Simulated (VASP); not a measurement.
# ScAl3 (P4/mmm) in VASP: further runs

Runs on ScAl3. Level: PBE. Tasks: single point.

Program: VASP 6.6.1. These are calculated values, not measurements. Logs are shortened: lines on timing, memory, paths and dates and some standing lists are left out, and cuts for length are marked.

### Step 1. The cell of the first run

It takes space group P4/mmm (No. 123, tetragonal). Conventional cell: a = 4.270 Å, b = 4.270 Å, c = 4.434 Å, α = 90.00°, β = 90.00°, γ = 90.00°. Within 4.0 Å of Sc (site symmetry 4/mmm) lie 12 Al at 3.02 to 3.08 Å. Within 4.0 Å of Al (site symmetry mmm) lie 8 Al at 3.02 to 3.08 Å and 4 Sc at 3.08 Å. Within 4.0 Å of Al (site symmetry 4/mmm) lie 4 Sc at 3.02 Å and 8 Al at 3.08 Å.

### Step 2. Single point, PBE (strain +0.040 along x and y, +0.080 along z)

INCAR

```
ALGO = Fast
EDIFF = 1E-6
ENCUT = 520
GGA = PE
ISIF = 2
ISMEAR = 0
LASPH = T
LCHARG = T
LELF = T
LREAL = F
LVHAR = T
LWAVE = F
NBANDS = 18
NELM = 60
PREC = Accurate
SIGMA = 0.15
```

KPOINTS

```
k-points
0
Gamma
  12 12 12
```

POSCAR

```
ScAl3
1.0
    4.2695438197      0.0000000000      0.0000000000
    0.0000000000      4.2695438197      0.0000000000
    0.0000000000      0.0000000000      4.4337570436
Sc Al
1 3
Direct
    0.0000000000      0.0000000000      0.0000000000
    0.5000000000      0.0000000000      0.5000000000
    0.0000000000      0.5000000000      0.5000000000
    0.5000000000      0.5000000000      0.0000000000
```

Potentials or basis: VASP PAW PBE potentials, release 64 (Sc_sv, Al).

On the command line:

```console
$ cat potpaw_PBE.64/Sc_sv/POTCAR potpaw_PBE.64/Al/POTCAR > POTCAR
$ mpirun -np 1 vasp_std > vasp.out
```

OUTCAR:

```text
EDIFF = 1E-6
   ENCUT = 520
   GGA = PE
   ISIF = 2
   ISMEAR = 0
   LASPH = T
   LREAL = F
   NELM = 60
   PREC = Accurate

 ion  position               nearest neighbor table
   1  0.000  0.000  0.000-   4 3.02   4 3.02   4 3.02   4 3.02   3 3.08   3 3.08   3 3.08   3 3.08
                             2 3.08   2 3.08   2 3.08   2 3.08
   2  0.500  0.000  0.500-   3 3.02   3 3.02   3 3.02   3 3.02   4 3.08   1 3.08   4 3.08   4 3.08
                             1 3.08   4 3.08   1 3.08   1 3.08
   3  0.000  0.500  0.500-   2 3.02   2 3.02   2 3.02   2 3.02   4 3.08   1 3.08   1 3.08   1 3.08
                             4 3.08   4 3.08   4 3.08   1 3.08
   4  0.500  0.500  0.000-   1 3.02   1 3.02   1 3.02   1 3.02   3 3.08   2 3.08   2 3.08   2 3.08
                             3 3.08   3 3.08   3 3.08   2 3.08

  LATTYP: Found a simple tetragonal cell.
 ALAT       =     4.2695438197
 C/A-ratio  =     1.0384615385

  Lattice vectors:

 A1 = (   4.2695438197,   0.0000000000,   0.0000000000)
 A2 = (   0.0000000000,   4.2695438197,   0.0000000000)
 A3 = (   0.0000000000,   0.0000000000,   4.4337570436)

Analysis of symmetry for initial positions (statically):
=====================================================================
 Subroutine PRICEL returns:
 Original cell was already a primitive cell.

 Routine SETGRP: Setting up the symmetry group for a
 simple tetragonal supercell.

 Subroutine GETGRP returns: Found 16 space group operations
 (whereof 16 operations were pure point group operations)
 out of a pool of 16 trial point group operations.

The static configuration has the point symmetry D_4h.

Analysis of symmetry for dynamics (positions and initial velocities):
=====================================================================
 Subroutine PRICEL returns:
 Original cell was already a primitive cell.

 Routine SETGRP: Setting up the symmetry group for a
 simple tetragonal supercell.

 Subroutine GETGRP returns: Found 16 space group operations
 (whereof 16 operations were pure point group operations)
 out of a pool of 16 trial point group operations.

The dynamic configuration has the point symmetry D_4h.

 Subroutine INISYM returns: Found 16 space group operations
 (whereof 16 operations are pure point group operations),
 and found     1 'primitive' translations

----------------------------------------------------------------------------------------

                                     Primitive cell

  volume of cell :      80.8230

  direct lattice vectors                    reciprocal lattice vectors
     4.269543820  0.000000000  0.000000000     0.234217060  0.000000000  0.000000000
     0.000000000  4.269543820  0.000000000     0.000000000  0.234217060  0.000000000
     0.000000000  0.000000000  4.433757044     0.000000000  0.000000000  0.225542354

  length of vectors
     4.269543820  4.269543820  4.433757044     0.234217060  0.234217060  0.225542354

  position of ions in fractional coordinates (direct lattice)
     0.000000000  0.000000000  0.000000000
     0.500000000  0.000000000  0.500000000
     0.000000000  0.500000000  0.500000000
     0.500000000  0.500000000  0.000000000

  ion indices of the primitive-cell ions
   primitive index   ion index
                 1           1
                 2           2
                 3           3
                 4           4

----------------------------------------------------------------------------------------

 KPOINTS: k-points

Automatic generation of k-mesh.
 Grid dimensions read from file:
 generate k-points for:   12   12   12

 Generating k-lattice:

  Cartesian coordinates                     Fractional coordinates (reciprocal lattice)
     0.019518088  0.000000000  0.000000000     0.083333333  0.000000000  0.000000000
     0.000000000  0.019518088  0.000000000     0.000000000  0.083333333  0.000000000
     0.000000000  0.000000000  0.018795196     0.000000000  0.000000000  0.083333333

  Length of vectors
     0.019518088  0.019518088  0.018795196

  Shift w.r.t. Gamma in fractional coordinates (k-lattice)
     0.000000000  0.000000000  0.000000000

 Subroutine IBZKPT returns following result:
 ===========================================

 Found    196 irreducible k-points:

 Following reciprocal coordinates:
            Coordinates               Weight
  0.000000  0.000000  0.000000      1.000000
  0.083333  0.000000  0.000000      4.000000
  0.166667  0.000000  0.000000      4.000000
  0.250000  0.000000  0.000000      4.000000
  0.333333  0.000000  0.000000      4.000000
  0.416667  0.000000  0.000000      4.000000
[... 16 lines left out ...]
  0.333333  0.333333  0.000000      4.000000
  0.416667  0.333333  0.000000      8.000000
 [... further k-points ...]
   k-points           NKPTS =    196   k-points in BZ     NKDIM =    196   number of bands    NBANDS=     18
   number of dos      NEDOS =    301   number of ions     NIONS =      4
   total plane-waves  NPLWV =  36864
   dimension x,y,z NGX =    32 NGY =   32 NGZ =   36
   dimension x,y,z NGXF=    64 NGYF=   64 NGZF=   72
   ions per type =               1   3
   NGX,Y,Z   is equivalent  to a cutoff of  12.46, 12.46, 13.50 a.u.
   NGXF,Y,Z  is equivalent  to a cutoff of  24.92, 24.92, 27.00 a.u.
 SYSTEM =  unknown system
   PREC   = accura    normal or accurate (medium, high low for compatibility)
   ISTART =      0    job   : 0-new  1-cont  2-samecut
   ICHARG =      2    charge: 1-file 2-atom 10-const
   ISPIN  =      1    spin polarized calculation?
   LNONCOLLINEAR =      F non collinear calculations
   LSORBIT =      F    spin-orbit coupling
   LASPH  =      T    aspherical Exc in radial PAW
   ENCUT  =  520.0 eV  38.22 Ry    6.18 a.u.   7.94  7.94  8.24*2*pi/ulx,y,z
   NELM   =     60;   NELMIN=  2; NELMDL= -5     # of ELM steps
   EDIFF  = 0.1E-05   stopping-criterion for ELM
   LREAL  =      F    real-space projection
   EDIFFG = 0.1E-04   stopping-criterion for IOM
   NSW    =      0    number of steps for IOM
   IBRION =     -1    ionic relax: 0-MD 1-quasi-New 2-CG
   NFREE  =      0    steps in history (QN), initial steepest desc. (CG)
   ISIF   =      2    stress and relaxation
   ISYM   =      2    0-nonsym 1-usesym 2-fastsym
   POTIM  = 0.5000    time-step for ionic-motion
   TEBEG  =    0.0;   TEEND  =   0.0 temperature during run
   PSTRESS=    0.0 pullay stress
   NELECT =      20.0000    total number of electrons
   NUPDOWN=      -1.0000    fix difference up-down
   EMIN   =  10.00;   EMAX   =-10.00  energy-range for DOS
   EFERMI =   0.00;   METHOD = LEGACY
   ISMEAR =     0;   SIGMA  =   0.15  broadening in eV -4-tet -1-fermi 0-gaus
   EFERMI_NEDOS =   21; number of points for ismear=-14 and -15
   IALGO  =     68    algorithm
   IMIX   =      4    mixing-type and parameters
     AMIX     =   0.40;   BMIX     =  1.00
     AMIX_MAG =   1.60;   BMIX_MAG =  1.00
  volume/ion in A,a.u.               =      20.21       136.36
  Fermi-wavevector in a.u.,A,eV,Ry     =   1.027795  1.942251 14.372688  1.056363
  Thomas-Fermi vector in A             =   2.161758
   LORBIT       =      0    0 simple, 1 ext, 2 COOP (PROOUT), +10 PAW based schemes
   GGA     = PE    functional components
   LHFCALC =     F    Hartree Fock is set to
   AEXX    =    0.0000 exact exchange contribution
   IVDW    =     0    specifies the selected vdW correction
   LEPSILON=     F    determine dielectric tensor
   LRPA    =     F    only Hartree local field effects (RPA)
 non-spin polarized calculation
 RMM-DIIS sequential band-by-band and
 Gauss-broadening in eV      SIGMA  =   0.15
  energy-cutoff  :      520.00
  volume of cell :       80.82
 maximum number of plane-waves:      2220
 NGX is ok and might be reduce to    32
   NGX = 15   NGY = 15   NGZ = 17

 number of electron      20.0000003 magnetization

 Free energy of the ion-electron system (eV)
  ---------------------------------------------------
  ext. energy  EPLUGINS =         0.00000000
  ---------------------------------------------------
  free energy    TOTEN  =       -18.88848721 eV

  energy without entropy =      -18.86938396  energy(sigma->0) =      -18.87893559

 E-fermi :   5.8279     XC(G=0):  -9.7834

 val. band max:        5.8278104549   @ k =   0.2500   0.0000   0.5000
 cond. band min:       5.8351740296   @ k =   0.1667   0.0833   0.3333
 fundamental gap:      0.0073635747
 Fermi energy:         5.8279052727

 k-point     1 :       0.0000    0.0000    0.0000
  band No.  band energies     occupation
      1     -43.7258      2.00000
      2     -22.3895      2.00000
      3     -22.3655      2.00000
      4     -22.3655      2.00000
      5      -3.3232      2.00000
      6       3.1603      2.00000
[... 10 lines left out ...]
     17      10.3765      0.00000
     18      10.4053      0.00000

 k-point     2 :       0.0833    0.0000    0.0000
  band No.  band energies     occupation
      1     -43.7257      2.00000
      2     -22.3894      2.00000
      3     -22.3666      2.00000
      4     -22.3654      2.00000
      5      -3.2656      2.00000
      6       2.8914      2.00000
[... 10 lines left out ...]
     17      10.3841      0.00000
     18      10.4812      0.00000

 k-point     3 :       0.1667    0.0000    0.0000
  band No.  band energies     occupation
      1     -43.7256      2.00000
      2     -22.3892      2.00000
      3     -22.3695      2.00000
      4     -22.3652      2.00000
      5      -3.0936      2.00000
      6       2.0485      2.00000
[... 10 lines left out ...]
     17      10.3557      0.00000
     18      10.5407      0.00000

 k-point     4 :       0.2500    0.0000    0.0000
  band No.  band energies     occupation
      1     -43.7255      2.00000
      2     -22.3888      2.00000
      3     -22.3736      2.00000
      4     -22.3649      2.00000
      5      -2.8106      2.00000
      6       1.1530      2.00000
[... 375 lines left out ...]
      4     -22.3719      2.00000
      5      -1.1844      2.00000
      6      -0.3796      2.00000
[... 10 lines left out ...]
     17       9.9909      0.00000
     18      10.6113      0.00000

 k-point    23 :       0.3333    0.3333    0.0000
  band No.  band energies     occupation
      1     -43.7249      2.00000
      2     -22.3875      2.00000
      3     -22.3763      2.00000
      4     -22.3760      2.00000
      5      -1.5772      2.00000
      6       0.9781      2.00000
[... 10 lines left out ...]
     17       9.1689      0.00000
     18      11.0571      0.00000

 k-point    24 :       0.4167    0.3333    0.0000
  band No.  band energies     occupation
      1     -43.7248      2.00000
      2     -22.3873      2.00000
      3     -22.3790      2.00000
      4     -22.3758      2.00000
      5      -1.1482      2.00000
      6       0.3642      2.00000
[... 10 lines left out ...]
     17       9.3001      0.00000
     18      10.7443      0.00000

 [... further k-points ...]

------------------------ aborting loop because EDIFF is reached ----------------------------------------

  FORCE on cell =-STRESS in cart. coord.  units (eV):
  Direction    XX          YY          ZZ          XY          YZ          ZX
  --------------------------------------------------------------------------------------
  -------------------------------------------------------------------------------------
  Total       -4.2249737     -4.2249737     -6.0001999      0.0000000     -0.0000000      0.0000000
  in kB      -83.7528792    -83.7528792   -118.9437049      0.0000000     -0.0000000      0.0000000
  external PRESSURE =     -95.4831544 kB  Pullay stress =       0.0000000 kB

 VOLUME and BASIS-vectors are now :
 -----------------------------------------------------------------------------
  energy-cutoff  :      520.00
  volume of cell :       80.82
      direct lattice vectors                 reciprocal lattice vectors
     4.269543820  0.000000000  0.000000000     0.234217060  0.000000000  0.000000000
     0.000000000  4.269543820  0.000000000     0.000000000  0.234217060  0.000000000
     0.000000000  0.000000000  4.433757044     0.000000000  0.000000000  0.225542354

 POSITION                                       TOTAL-FORCE (eV/Angst)
 -----------------------------------------------------------------------------------
      0.00000      0.00000      0.00000         0.000000      0.000000      0.000000
      2.13477      0.00000      2.21688         0.000000      0.000000      0.000000
      0.00000      2.13477      2.21688         0.000000      0.000000      0.000000
      2.13477      2.13477      0.00000         0.000000      0.000000      0.000000
 -----------------------------------------------------------------------------------
    total drift:                                0.000000      0.000000      0.000000

  FREE ENERGIE OF THE ION-ELECTRON SYSTEM (eV)
  ---------------------------------------------------
  free  energy   TOTEN  =       -18.8884872138 eV

  energy  without entropy=      -18.8693839578  energy(sigma->0) =      -18.87893559
```

It took 2.8 min on 1 thread of AMD EPYC 9R45 (Zen 5), shared host; peak memory 0.36 GiB.

What came out:

```yaml
Free_energy: -18.8885 eV
Pressure: -9.5 GPa
Band_gap_on_the_k_mesh: zero (bands 10 and 11 overlap by 3.21 eV)
```

Caveat: the cell differs from its parent crystal (strain +0.040 along x and y, +0.080 along z); the cell stands under tension.

### Step 3. Single point, PBE (strain +0.080 along x and y, +0.040 along z)

INCAR

```
SYSTEM = ScAl3
ALGO = Fast
EDIFF = 1E-6
ENCUT = 520
GGA = PE
ISIF = 2
ISMEAR = 0
LASPH = .True.
LCHARG = .False.
LREAL = .False.
LWAVE = .False.
NBANDS = 18
NELM = 60
PREC = Accurate
SIGMA = 0.15
```

KPOINTS

```
k-points
0
Gamma
  12 12 12
  0 0 0
```

POSCAR

```
ScAl3
1.0
    4.4337570436      0.0000000000      0.0000000000
    0.0000000000      4.4337570436      0.0000000000
    0.0000000000      0.0000000000      4.2695438197
Sc Al
1 3
Direct
    0.0000000000      0.0000000000      0.0000000000
    0.5000000000      0.0000000000      0.5000000000
    0.0000000000      0.5000000000      0.5000000000
    0.5000000000      0.5000000000      0.0000000000
```

Potentials or basis: VASP PAW PBE potentials, release 64 (Sc_sv, Al).

On the command line:

```console
$ cat potpaw_PBE.64/Sc_sv/POTCAR potpaw_PBE.64/Al/POTCAR > POTCAR
$ mpirun -np 1 vasp_std > vasp.out
```

Wall time 3.3 min (1 thread of AMD EPYC 9R45 (Zen 5), shared host); peak memory 0.37 GiB.

Results (log left out):

* Free energy: -18.6912 eV
* Pressure: -10.9 GPa
* Band gap on the k mesh: zero (bands 10 and 11 overlap by 2.99 eV)

Stress tensor (GPa, compression positive):
```
-11.88   0.00   0.00
  0.00 -11.88   0.00
  0.00   0.00  -8.87
```

Levels at points of the mesh, in eV from the Fermi level:
```
           k point  band 8  band 9  band 10  band 11  band 12  band 13
(0.00, 0.00, 0.00)   -1.77   -1.77    -1.33     1.10     1.19     1.19
(0.50, 0.00, 0.00)   -1.17   -1.05    -0.15     0.66     1.07     1.39
(0.50, 0.50, 0.00)   -3.84   -0.25    -0.25     1.41     1.43     1.60
(0.00, 0.00, 0.50)   -1.46   -1.15    -0.29     0.72     0.72     1.34
(0.50, 0.00, 0.50)   -3.81   -0.50    -0.40     1.02     1.12     1.66
(0.50, 0.50, 0.50)   -3.70   -2.69    -2.69    -2.58     0.56     2.00
```

Caveat: the cell differs from its parent crystal (strain +0.080 along x and y, +0.040 along z); the cell stands under tension.
